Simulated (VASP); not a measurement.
# Mg2CdN2 (P-3m1) in VASP: single point with PBE

Aim: the single point of Mg2CdN2 with PBE.

All numbers are computed with VASP 6.6.1; they aren't measurements. Logs are shortened: lines on timing, memory, paths and dates and some standing lists are left out, and cuts for length are marked.

**1. The cell of the first run**

The structure is trigonal, space group P-3m1 (No. 164). Conventional cell: a = 3.553 Å, b = 3.553 Å, c = 5.984 Å, α = 90.00°, β = 90.00°, γ = 120.00°. Mg (site symmetry 3m) has 4 N at 2.10 to 2.28 Å and 3 Mg at 2.75 Å within 2.8 Å. Within 3.5 Å of Cd (site symmetry -3m) lie 6 N at 2.62 Å and 6 Mg at 2.92 Å. N (site symmetry 3m) has 4 Mg at 2.10 to 2.28 Å and 3 Cd at 2.62 Å within 2.8 Å.

**2. Single point, PBE**

INCAR reads:

```
SYSTEM = Mg2CdN2
PREC = Accurate
ENCUT = 520
EDIFF = 1E-6
ISMEAR = 0
SIGMA = 0.1
LREAL = .False.
LASPH = .True.
NELM = 80
ALGO = Normal
ISIF = 2
LWAVE = .False.
LCHARG = .True.
GGA = PE
LELF = .True.
LVHAR = .True.
NBANDS = 21
```

KPOINTS reads:

```
regular mesh
0
Gamma
  6 6 4
  0 0 0
```

POSCAR reads:

```
Mg2CdN2
1.0
    3.5528825911      0.0000000000      0.0000000000
   -1.7764412955      3.0768865806      0.0000000000
    0.0000000000      0.0000000000      5.9838310064
Mg Cd N
2 1 2
Direct
    0.6666666700      0.3333333300      0.1534420000
    0.3333333300      0.6666666700      0.8465580000
    0.0000000000      0.0000000000      0.5000000000
    0.6666666700      0.3333333300      0.7722310000
    0.3333333300      0.6666666700      0.2277690000
```

Potentials or basis: VASP PAW PBE potentials, release 64 (Mg, Cd, N).

Command:

```sh
cat potpaw_PBE.64/Mg/POTCAR potpaw_PBE.64/Cd/POTCAR potpaw_PBE.64/N/POTCAR > POTCAR
mpirun -np 1 vasp_std > vasp.out
```

OUTCAR:

```text
SYSTEM = Mg2CdN2
   PREC = Accurate
   ENCUT = 520
   EDIFF = 1E-6
   ISMEAR = 0
   LREAL = .False.
   LASPH = .True.
   NELM = 80
   ISIF = 2
   GGA = PE

 ion  position               nearest neighbor table
   1  0.667  0.333  0.153-   5 2.10   5 2.10   5 2.10   4 2.28   2 2.75   2 2.75   2 2.75   3 2.92
                             3 2.92   3 2.92
   2  0.333  0.667  0.847-   4 2.10   4 2.10   4 2.10   5 2.28   1 2.75   1 2.75   1 2.75   3 2.92
                             3 2.92   3 2.92
   3  0.000  0.000  0.500-   4 2.62   5 2.62   4 2.62   5 2.62   4 2.62   5 2.62   1 2.92   2 2.92
                             2 2.92   1 2.92   1 2.92   2 2.92
   4  0.667  0.333  0.772-   2 2.10   2 2.10   2 2.10   1 2.28   3 2.62   3 2.62   3 2.62
   5  0.333  0.667  0.228-   1 2.10   1 2.10   1 2.10   2 2.28   3 2.62   3 2.62   3 2.62

  LATTYP: Found a hexagonal cell.
 ALAT       =     3.5528825911
 C/A-ratio  =     1.6842186177

  Lattice vectors:

 A1 = (   3.5528825911,   0.0000000000,   0.0000000000)
 A2 = (  -1.7764412955,   3.0768865806,   0.0000000000)
 A3 = (   0.0000000000,   0.0000000000,   5.9838310064)

Analysis of symmetry for initial positions (statically):
=====================================================================
 Subroutine PRICEL returns:
 Original cell was already a primitive cell.

 Routine SETGRP: Setting up the symmetry group for a
 hexagonal supercell.

 Subroutine GETGRP returns: Found 12 space group operations
 (whereof 12 operations were pure point group operations)
 out of a pool of 24 trial point group operations.

The static configuration has the point symmetry D_3d.

Analysis of symmetry for dynamics (positions and initial velocities):
=====================================================================
 Subroutine PRICEL returns:
 Original cell was already a primitive cell.

 Routine SETGRP: Setting up the symmetry group for a
 hexagonal supercell.

 Subroutine GETGRP returns: Found 12 space group operations
 (whereof 12 operations were pure point group operations)
 out of a pool of 24 trial point group operations.

The dynamic configuration has the point symmetry D_3d.

 Subroutine INISYM returns: Found 12 space group operations
 (whereof 12 operations are pure point group operations),
 and found     1 'primitive' translations

----------------------------------------------------------------------------------------

                                     Primitive cell

[... 96 lines left out ...]
   LREAL  =      F    real-space projection
   EDIFFG = 0.1E-04   stopping-criterion for IOM
   NSW    =      0    number of steps for IOM
   IBRION =     -1    ionic relax: 0-MD 1-quasi-New 2-CG
   NFREE  =      0    steps in history (QN), initial steepest desc. (CG)
   ISIF   =      2    stress and relaxation
   ISYM   =      2    0-nonsym 1-usesym 2-fastsym
   POTIM  = 0.5000    time-step for ionic-motion
   TEBEG  =    0.0;   TEEND  =   0.0 temperature during run
   PSTRESS=    0.0 pullay stress
   NELECT =      26.0000    total number of electrons
   NUPDOWN=      -1.0000    fix difference up-down
   EMIN   =  10.00;   EMAX   =-10.00  energy-range for DOS
   EFERMI =   0.00;   METHOD = LEGACY
   ISMEAR =     0;   SIGMA  =   0.10  broadening in eV -4-tet -1-fermi 0-gaus
   EFERMI_NEDOS =   21; number of points for ismear=-14 and -15
   IALGO  =     38    algorithm
   IMIX   =      4    mixing-type and parameters
     AMIX     =   0.40;   BMIX     =  1.00
     AMIX_MAG =   1.60;   BMIX_MAG =  1.00
  volume/ion in A,a.u.               =      13.08        88.29
  Fermi-wavevector in a.u.,A,eV,Ry     =   1.203674  2.274613 19.712530  1.448830
  Thomas-Fermi vector in A             =   2.339420
   LORBIT       =      0    0 simple, 1 ext, 2 COOP (PROOUT), +10 PAW based schemes
   GGA     = PE    functional components
   LHFCALC =     F    Hartree Fock is set to
   AEXX    =    0.0000 exact exchange contribution
   IVDW    =     0    specifies the selected vdW correction
   LEPSILON=     F    determine dielectric tensor
   LRPA    =     F    only Hartree local field effects (RPA)
 non-spin polarized calculation
 Gauss-broadening in eV      SIGMA  =   0.10
  energy-cutoff  :      520.00
  volume of cell :       65.41
 maximum number of plane-waves:      1798
 NGX is ok and might be reduce to    28
   NGX = 13   NGY = 13   NGZ = 23

 number of electron      26.0000004 magnetization

 Free energy of the ion-electron system (eV)
  ---------------------------------------------------
  ext. energy  EPLUGINS =         0.00000000
  ---------------------------------------------------
  free energy    TOTEN  =       -21.62837210 eV

  energy without entropy =      -21.62828371  energy(sigma->0) =      -21.62832791

 E-fermi :   2.9710     XC(G=0): -10.6287

 val. band max:        2.7690359194   @ k =   0.1667   0.0000   0.0000
 cond. band min:       3.1232935875   @ k =   0.0000   0.0000   0.0000
 fundamental gap:      0.3542576681
 Fermi energy:         2.9710146792

 k-point     1 :       0.0000    0.0000    0.0000
  band No.  band energies     occupation
      1     -10.4214      2.00000
      2      -9.3903      2.00000
      3      -4.9257      2.00000
      4      -4.7914      2.00000
      5      -4.7914      2.00000
      6      -4.6140      2.00000
[... 565 lines left out ...]
     20      11.9090      0.00000
     21      14.2850      0.00000

------------------------ aborting loop because EDIFF is reached ----------------------------------------

  FORCE on cell =-STRESS in cart. coord.  units (eV):
  Direction    XX          YY          ZZ          XY          YZ          ZX
  --------------------------------------------------------------------------------------
  -------------------------------------------------------------------------------------
  Total       -0.1385049     -0.1385049     -0.1252266     -0.0000000      0.0000000      0.0000000
  in kB       -3.3923774     -3.3923774     -3.0671538     -0.0000000      0.0000000      0.0000000
  external PRESSURE =      -3.2839696 kB  Pullay stress =       0.0000000 kB

 VOLUME and BASIS-vectors are now :
 -----------------------------------------------------------------------------
  energy-cutoff  :      520.00
  volume of cell :       65.41
      direct lattice vectors                 reciprocal lattice vectors
     3.552882591  0.000000000  0.000000000     0.281461595  0.162501927  0.000000000
    -1.776441295  3.076886581  0.000000000     0.000000000  0.325003855  0.000000000
     0.000000000  0.000000000  5.983831006     0.000000000  0.000000000  0.167117019

 POSITION                                       TOTAL-FORCE (eV/Angst)
 -----------------------------------------------------------------------------------
      1.77644      1.02563      0.91817         0.000000      0.000000      0.026746
     -0.00000      2.05126      5.06566         0.000000      0.000000     -0.026746
      0.00000      0.00000      2.99192         0.000000      0.000000      0.000000
      1.77644      1.02563      4.62090         0.000000      0.000000      0.007898
     -0.00000      2.05126      1.36293        -0.000000      0.000000     -0.007898
 -----------------------------------------------------------------------------------
    total drift:                               -0.000000     -0.000000      0.000000

  FREE ENERGIE OF THE ION-ELECTRON SYSTEM (eV)
  ---------------------------------------------------
  free  energy   TOTEN  =       -21.6283721048 eV

  energy  without entropy=      -21.6282837135  energy(sigma->0) =      -21.62832791
```

stdout:

```text
POSCAR found type information on POSCAR MgCdN
 POSCAR found :  3 types and       5 ions
 scaLAPACK will be used
 LDA part: xc-table for (Slater+PW92), standard interpolation
 POSCAR, INCAR and KPOINTS ok, starting setup
 FFT: planning ... GRIDC
 FFT: planning ... GRID_SOFT
 FFT: planning ... GRID
 WAVECAR not read
 entering main loop
```

It took 15 s on 1 thread of Intel Xeon 6975P-C (Granite Rapids), shared host; peak memory 0.19 GiB.

What came out:

* Free energy: -21.6284 eV
* Pressure: -0.3 GPa
* Largest force: 0.027 eV/Å
* Band gap on the k mesh: 0.35 eV, indirect (least direct gap 0.68 eV)

Forces on the atoms (eV/Å):
```
Mg   0.000  0.000  0.027
Mg   0.000  0.000 -0.027
Cd   0.000  0.000  0.000
N    0.000  0.000  0.008
N    0.000  0.000 -0.008
```

Levels at points of the mesh, in eV from the valence-band top:
| k point | band 9 | band 10 | band 11 | band 12 | band 13 | band 14 | band 15 | band 16 | band 17 | band 18 |
| --- | --- | --- | --- | --- | --- | --- | --- | --- | --- | --- |
| (0.00, 0.00, 0.00) | -0.37 | -0.34 | -0.34 | -0.32 | -0.32 | 0.35 | 4.24 | 6.93 | 9.06 | 9.06 |
| (0.50, 0.00, 0.00) | -3.14 | -2.35 | -1.44 | -0.93 | -0.17 | 3.55 | 4.04 | 5.04 | 7.16 | 8.29 |
| (0.00, 0.00, 0.50) | -2.67 | -0.57 | -0.57 | -0.07 | -0.07 | 2.99 | 3.00 | 7.69 | 8.96 | 9.30 |
| (0.50, 0.00, 0.50) | -3.87 | -1.24 | -0.94 | -0.78 | -0.55 | 2.90 | 3.09 | 6.64 | 7.61 | 7.83 |

A k mesh can miss the band edges.
